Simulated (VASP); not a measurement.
# InP (I-4m2) in VASP: G0W0 quasiparticle levels with PBE

Aim: the G0W0 quasiparticle levels of InP with PBE.

Program: VASP 6.6.1. These are calculated values, not measurements. Logs are shortened: lines on timing, memory, paths and dates and some standing lists are left out, and cuts for length are marked.

## (1) The cell of the first run

Symmetry: I-4m2, No. 119, tetragonal system. Conventional cell: a = 4.177 Å, b = 4.177 Å, c = 5.988 Å, α = 90.00°, β = 90.00°, γ = 90.00°. Within 3.4 Å of In (site symmetry -4m2) lie 4 P at 2.57 Å. Within 3.4 Å of P (site symmetry -4m2) lie 4 In at 2.57 Å.

## (2) G0W0 quasiparticle levels, PBE

POSCAR reads:

```
InP
1.0
    0.0000000000      2.9538133435      2.9939852050
    2.9538133435      0.0000000000      2.9939852050
    2.9538133435      2.9538133435      0.0000000000
In P
1 1
Direct
    0.0000000000      0.0000000000      0.0000000000
    0.2500000000      0.2500000000      0.2500000000
```

INCAR.step1 reads:

```
PREC = Accurate
ENCUT = 500
EDIFF = 1E-8
ISMEAR = 0
SIGMA = 0.01
LREAL = False
LASPH = True
NELM = 60
ALGO = Normal
LWAVE = True
LCHARG = False
GGA = PE
```

INCAR.step2 reads:

```
PREC = Accurate
ENCUT = 500
EDIFF = 1E-8
ISMEAR = 0
SIGMA = 0.01
LREAL = False
LASPH = True
NELM = 1
ALGO = Exact
LWAVE = True
LCHARG = False
GGA = PE
NBANDS = 226
LOPTICS = True
ISTART = 1
```

INCAR.step3 reads:

```
PREC = Accurate
ENCUT = 500
EDIFF = 1E-8
ISMEAR = 0
SIGMA = 0.01
LREAL = False
LASPH = True
ALGO = EVGW0
LWAVE = False
LCHARG = False
GGA = PE
NELMGW = 1
NBANDS = 226
ENCUTGW = 150.0
NOMEGA = 96
PRECFOCK = Fast
ISTART = 1
NBANDSGW = 17
OMEGAMAX = 20
```

KPOINTS reads:

```
regular mesh
0
Gamma
  4 4 4
```

Potentials or basis: VASP PAW PBE potentials, release 64 (In_d_GW, P_GW).

Run with:

```bash
cat potpaw_PBE.64/In_d_GW/POTCAR potpaw_PBE.64/P_GW/POTCAR > POTCAR
cp INCAR.step1 INCAR
mpirun -np 1 vasp_std > vasp.out
cp INCAR.step2 INCAR
mpirun -np 1 vasp_std > vasp.out
cp INCAR.step3 INCAR
mpirun -np 1 vasp_std > vasp.out
```

OUTCAR:

```text
PREC = Accurate
   ENCUT = 500
   EDIFF = 1E-8
   ISMEAR = 0
   LREAL = False
   LASPH = True
   GGA = PE
   NELMGW = 1
   ENCUTGW = 150.0
   PRECFOCK = Fast
   ISTART = 1

 ion  position               nearest neighbor table
   1  0.000  0.000  0.000-   2 2.57   2 2.57   2 2.57   2 2.57
   2  0.250  0.250  0.250-   1 2.57   1 2.57   1 2.57   1 2.57

  LATTYP: Found a body centered tetragonal cell.
 ALAT       =     4.1773228911
 C/A-ratio  =     1.4334468668

  Lattice vectors:

 A1 = (  -2.9538133435,   0.0000000000,   2.9939852050)
 A2 = (   2.9538133435,   0.0000000000,   2.9939852050)
 A3 = (   0.0000000000,   2.9538133435,  -2.9939852050)

Analysis of symmetry for initial positions (statically):
=====================================================================
 Subroutine PRICEL returns:
 Original cell was already a primitive cell.

 Routine SETGRP: Setting up the symmetry group for a
 body centered tetragonal supercell.

 Subroutine GETGRP returns: Found  8 space group operations
 (whereof  8 operations were pure point group operations)
 out of a pool of 16 trial point group operations.

The static configuration has the point symmetry D_2d.

Analysis of symmetry for dynamics (positions and initial velocities):
=====================================================================
 Subroutine PRICEL returns:
 Original cell was already a primitive cell.

 Routine SETGRP: Setting up the symmetry group for a
 body centered tetragonal supercell.

 Subroutine GETGRP returns: Found  8 space group operations
 (whereof  8 operations were pure point group operations)
 out of a pool of 16 trial point group operations.

The dynamic configuration has the point symmetry D_2d.

 Subroutine INISYM returns: Found  8 space group operations
 (whereof  8 operations are pure point group operations),
 and found     1 'primitive' translations

----------------------------------------------------------------------------------------

                                     Primitive cell

  volume of cell :      52.2451

  direct lattice vectors                    reciprocal lattice vectors
     0.000000000  2.953813343  2.993985205    -0.169272714  0.169272714  0.167001493
     2.953813343  0.000000000  2.993985205     0.169272714 -0.169272714  0.167001493
     2.953813343  2.953813343  0.000000000     0.169272714  0.169272714 -0.167001493

  length of vectors
     4.205824613  4.205824613  4.177322891     0.291883542  0.291883542  0.291883542

  position of ions in fractional coordinates (direct lattice)
     0.000000000  0.000000000  0.000000000
     0.250000000  0.250000000  0.250000000

  ion indices of the primitive-cell ions
   primitive index   ion index
                 1           1
                 2           2

----------------------------------------------------------------------------------------

 KPOINTS: regular mesh

Automatic generation of k-mesh.
 Grid dimensions read from file:
 generate k-points for:    4    4    4

 Generating k-lattice:

  Cartesian coordinates                     Fractional coordinates (reciprocal lattice)
    -0.042318178  0.042318178  0.041750373     0.250000000  0.000000000  0.000000000
     0.042318178 -0.042318178  0.041750373     0.000000000  0.250000000  0.000000000
     0.042318178  0.042318178 -0.041750373     0.000000000  0.000000000  0.250000000

  Length of vectors
     0.072970885  0.072970885  0.072970885

  Shift w.r.t. Gamma in fractional coordinates (k-lattice)
     0.000000000  0.000000000  0.000000000

 Subroutine IBZKPT returns following result:
 ===========================================

 Found     13 irreducible k-points:

 Following reciprocal coordinates:
            Coordinates               Weight
  0.000000  0.000000  0.000000      1.000000
  0.250000  0.000000  0.000000      8.000000
  0.500000  0.000000  0.000000      4.000000
  0.250000  0.250000  0.000000      2.000000
  0.500000  0.250000  0.000000      8.000000
 -0.250000  0.250000  0.000000      4.000000
  0.500000  0.500000  0.000000      1.000000
  0.250000  0.000000  0.250000      4.000000
  0.500000  0.000000  0.250000     16.000000
 -0.250000  0.000000  0.250000      8.000000
 -0.250000  0.500000  0.250000      4.000000
  0.500000  0.000000  0.500000      2.000000
 -0.250000  0.250000  0.500000      2.000000
   k-points           NKPTS =     13   k-points in BZ     NKDIM =     64   number of bands    NBANDS=    226
   number of dos      NEDOS =    301   number of ions     NIONS =      2
   total plane-waves  NPLWV =  30720
   dimension x,y,z NGX =    32 NGY =   32 NGZ =   30
   dimension x,y,z NGXF=    64 NGYF=   64 NGZF=   60
   ions per type =               1   1
   NGX,Y,Z   is equivalent  to a cutoff of  12.65, 12.65, 11.94 a.u.
   NGXF,Y,Z  is equivalent  to a cutoff of  25.30, 25.30, 23.88 a.u.
 SYSTEM =  unknown system
   PREC   = accura    normal or accurate (medium, high low for compatibility)
   ISTART =      1    job   : 0-new  1-cont  2-samecut
   ICHARG =      0    charge: 1-file 2-atom 10-const
   ISPIN  =      1    spin polarized calculation?
   LNONCOLLINEAR =      F non collinear calculations
   LSORBIT =      F    spin-orbit coupling
   LASPH  =      T    aspherical Exc in radial PAW
   ENCUT  =  500.0 eV  36.75 Ry    6.06 a.u.   7.67  7.67  7.62*2*pi/ulx,y,z
   NELM   =     60;   NELMIN=  2; NELMDL=  0     # of ELM steps
   EDIFF  = 0.1E-07   stopping-criterion for ELM
   LREAL  =      F    real-space projection
   EDIFFG = 0.1E-06   stopping-criterion for IOM
   NSW    =      0    number of steps for IOM
   IBRION =     -1    ionic relax: 0-MD 1-quasi-New 2-CG
   NFREE  =      0    steps in history (QN), initial steepest desc. (CG)
   ISIF   =      0    stress and relaxation
   ISYM   =      3    0-nonsym 1-usesym 2-fastsym
   POTIM  = 0.5000    time-step for ionic-motion
   TEBEG  =    0.0;   TEEND  =   0.0 temperature during run
   PSTRESS=    0.0 pullay stress
   NELECT =      18.0000    total number of electrons
   NUPDOWN=      -1.0000    fix difference up-down
   EMIN   =  10.00;   EMAX   =-10.00  energy-range for DOS
   EFERMI =   0.00;   METHOD = LEGACY
   ISMEAR =     0;   SIGMA  =   0.01  broadening in eV -4-tet -1-fermi 0-gaus
   EFERMI_NEDOS =   21; number of points for ismear=-14 and -15
   IALGO  =     38    algorithm
   IMIX   =      4    mixing-type and parameters
     AMIX     =   0.40;   BMIX     =  1.00
     AMIX_MAG =   1.60;   BMIX_MAG =  1.00
  volume/ion in A,a.u.               =      26.12       176.28
  Fermi-wavevector in a.u.,A,eV,Ry     =   1.147670  2.168782 17.920870  1.317147
  Thomas-Fermi vector in A             =   2.284349
   LORBIT       =      0    0 simple, 1 ext, 2 COOP (PROOUT), +10 PAW based schemes
   GGA     = PE    functional components
   LHFCALC =     T    Hartree Fock is set to
   PRECFOCK=fast      Normal, Fast or Accurate (Low or Medium for compatibility)
   ENCUT4O =  -1.0   cutoff for four orbital integrals eV
   NKREDX  =     1    reduce k-point grid by
   NKREDY  =     1    reduce k-point grid by
   NKREDZ  =     1    reduce k-point grid by
   AEXX    =    1.0000 exact exchange contribution
   HFSCREEN=    0.0000 screening length (either q_TF or 0.3 A-1)
   HFSCREENC=   0.0000 screening length for correlation (either q_TF or 0.3 A-1)
   ENCUTFOCK=  -1.0 apply spherical cutoff to Coloumb kernel
   IVDW    =     0    specifies the selected vdW correction
   LEPSILON=     F    determine dielectric tensor
   LRPA    =     F    only Hartree local field effects (RPA)
   LRPAFORCE           =     F    calculate RPA forces
   ENCUTGW             = 150.0    cutoff for response function in eV
   ENCUTGWSOFT         = 120.0    soft cutoff for Coulomb kernel in GW response function in eV
   ENCUTLF             =  -1.0    cutoff for local field effects
   NELMGW              =     1    number of iterations in solving QP/BSE equation
   NELMHF              =     1    number of iterations in the inner HF iteration
   NKREDLFX            =     1    NKREDLFY  =   1   NKREDLFZ  =   1
 non-spin polarized calculation
 Gauss-broadening in eV      SIGMA  =   0.01
  energy-cutoff  :      500.00
  volume of cell :       52.25
 maximum number of plane-waves:      1363
 NGX is ok and might be reduce to    32
  NGX = 18; NGY = 18; NGZ = 18
   NGX = 15   NGY = 15   NGZ = 15
 maximum number of plane-waves:       228
 NGX is ok and might be reduce to    18

 QP shifts <psi_nk| G(iteration)W_0 |psi_nk>: iteration 1
 for sc-GW calculations column KS-energies equals QP-energies in previous step
 and V_xc(KS)=  KS-energies - (<T + V_ion + V_H > + <T+V_H+V_ion>^1  + <V_x>^1)

 k-point   1 :       0.0000    0.0000    0.0000
  band No.  KS-energies  QP-energies   sigma(KS)   V_xc(KS)     V^pw_x(r,r')   Z            occupation Imag(sigma)

      1     -10.5793     -12.6145     -19.5567     -16.6014     -25.3339       0.6887       2.0000       0.1897
      2     -10.5736     -12.6093     -19.5597     -16.6058     -25.3406       0.6892       2.0000       0.1965
      3     -10.5736     -12.6093     -19.5597     -16.6058     -25.3406       0.6892       2.0000       0.1965
      4     -10.4439     -12.5061     -19.6763     -16.6841     -25.3560       0.6892       2.0000       0.1183
      5     -10.4439     -12.5061     -19.6763     -16.6841     -25.3560       0.6892       2.0000       0.1183
      6      -7.6678      -8.0269     -11.8596     -11.2511     -18.1526       0.5900       2.0000       0.8308
[... 9 lines left out ...]
     16      13.0413      13.1239      -9.9660     -10.0808      -4.4725       0.7192       0.0000      -0.2519
     17      14.5026      14.1988      -7.8392      -7.4259      -2.2032       0.7350       0.0000      -0.4109

 k-point   2 :       0.2500    0.0000    0.0000
  band No.  KS-energies  QP-energies   sigma(KS)   V_xc(KS)     V^pw_x(r,r')   Z            occupation Imag(sigma)

      1     -10.6267     -12.5921     -19.3637     -16.4856     -25.2151       0.6829       2.0000       0.2115
      2     -10.5569     -12.5985     -19.5858     -16.6252     -25.3557       0.6896       2.0000       0.1890
      3     -10.5534     -12.5949     -19.5875     -16.6282     -25.3595       0.6898       2.0000       0.1929
      4     -10.4431     -12.5056     -19.6783     -16.6875     -25.3619       0.6896       2.0000       0.1182
      5     -10.4398     -12.4994     -19.6754     -16.6862     -25.3607       0.6890       2.0000       0.1217
      6      -7.0319      -7.4503     -12.2034     -11.5364     -18.2153       0.6272       2.0000       0.8161
[... 9 lines left out ...]
     16      12.6602      12.3476      -7.6878      -7.2622      -2.2992       0.7344       0.0000      -0.2699
     17      15.7234      15.5388      -8.8202      -8.5668      -2.8341       0.7288       0.0000      -0.4945

 k-point   3 :       0.5000    0.0000    0.0000
  band No.  KS-energies  QP-energies   sigma(KS)   V_xc(KS)     V^pw_x(r,r')   Z            occupation Imag(sigma)
[... 190 lines left out ...]
      1     -10.7344     -12.6242     -19.1377     -16.3449     -25.0812       0.6767       2.0000       0.2410
      2     -10.4888     -12.5336     -19.5793     -16.6033     -25.2753       0.6871       2.0000       0.1273
      3     -10.4847     -12.5420     -19.6917     -16.7169     -25.4415       0.6916       2.0000       0.1784
      4     -10.4847     -12.5420     -19.6917     -16.7169     -25.4415       0.6916       2.0000       0.1784
      5     -10.4119     -12.4740     -19.7074     -16.7208     -25.3985       0.6904       2.0000       0.1209
      6      -5.4308      -5.8609     -13.0045     -12.3564     -18.4924       0.6636       2.0000       0.6624
[... 9 lines left out ...]
     16      15.2074      15.2200     -10.1425     -10.1598      -4.1511       0.7281       0.0000      -0.4607
     17      15.2660      15.3124     -10.2811     -10.3448      -4.2540       0.7296       0.0000      -0.4724

 k-point  13 :      -0.2500    0.2500    0.5000
  band No.  KS-energies  QP-energies   sigma(KS)   V_xc(KS)     V^pw_x(r,r')   Z            occupation Imag(sigma)

      1     -10.7043     -12.5865     -19.1589     -16.3739     -25.1111       0.6758       2.0000       0.2427
      2     -10.5238     -12.5695     -19.6302     -16.6598     -25.3834       0.6887       2.0000       0.1773
      3     -10.4915     -12.5431     -19.6520     -16.6817     -25.3980       0.6907       2.0000       0.1717
      4     -10.4635     -12.5160     -19.6560     -16.6707     -25.3508       0.6875       2.0000       0.1250
      5     -10.4280     -12.4867     -19.6801     -16.6950     -25.3715       0.6897       2.0000       0.1229
      6      -5.3672      -5.8016     -13.1295     -12.4777     -18.6082       0.6664       2.0000       0.6575
[... 9 lines left out ...]
     16      15.4864      15.3621      -9.4297      -9.2579      -3.3618       0.7234       0.0000      -0.5056
     17      15.5448      15.6578     -10.3038     -10.4619      -3.9544       0.7151       0.0000      -0.5126
```

Run time: 12 min. Hardware: 1 thread of Intel Xeon Platinum 8488C (Sapphire Rapids), shared host; peak memory 0.77 GiB.

What came out:

| Item | Value |
| --- | --- |
| Quasiparticle gap | 0.97 eV |
| Least direct quasiparticle gap | 0.97 eV |
| Band gap of the starting levels on the mesh | 0.47 eV |
| Least direct gap of the starting levels on the mesh | 0.47 eV |

Caveat: the k points lie up to 0.46 Å⁻¹ apart; bands, screening cutoff and mesh are small and nothing is extrapolated, so the quasiparticle values aren't converged; spin-orbit coupling is left out, which moves the levels of the heavy elements.
